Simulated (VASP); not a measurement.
Input of a VASP 6.6.1 run:

The input INCAR:

```
SYSTEM = BN
ALGO = Normal
EDIFF = 1E-7
ENCUT = 520
GGA = PE
ISIF = 2
ISMEAR = 0
LASPH = .TRUE.
LCHARG = .TRUE.
LELF = .TRUE.
LREAL = .FALSE.
LVHAR = .TRUE.
LWAVE = .FALSE.
NBANDS = 11
NELM = 80
PREC = Accurate
SIGMA = 0.01
```

File KPOINTS:

```
k-points
0
G
  6 6 6
  0 0 0
```

POSCAR

```
BN
1.0
   -0.0180482545      1.8048254497      1.8048254497
    1.8048254497     -0.0180482545      1.8048254497
    1.7867771952      1.7867771952      0.0000000000
B N
1 1
Direct
   -0.0000912040     -0.0000912040      0.0000912040
    0.2500912040      0.2500912040      0.2499087960
```

Potentials or basis: VASP PAW PBE potentials, release 64 (B, N).

Command:

```sh
$ cat potpaw_PBE.64/B/POTCAR potpaw_PBE.64/N/POTCAR > POTCAR
$ mpirun -np 1 vasp_std > vasp.out
```

Task: Predict the band gap on the k mesh.

Result: 4.39 eV, indirect (least direct gap 8.53 eV).

Task: Estimate the pressure.

Result: 5.2 GPa.

Task: Predict the largest force.

Result: 0.025 eV/Å.

Stress tensor (GPa, compression positive):
```
5.30 9.19 0.00
9.19 5.30 0.00
0.00 0.00 5.11
```

Caveat: the k points lie up to 0.51 Å⁻¹ apart; the cell differs from its parent crystal (shear xy strain -2.0%). A k mesh can miss the band edges.
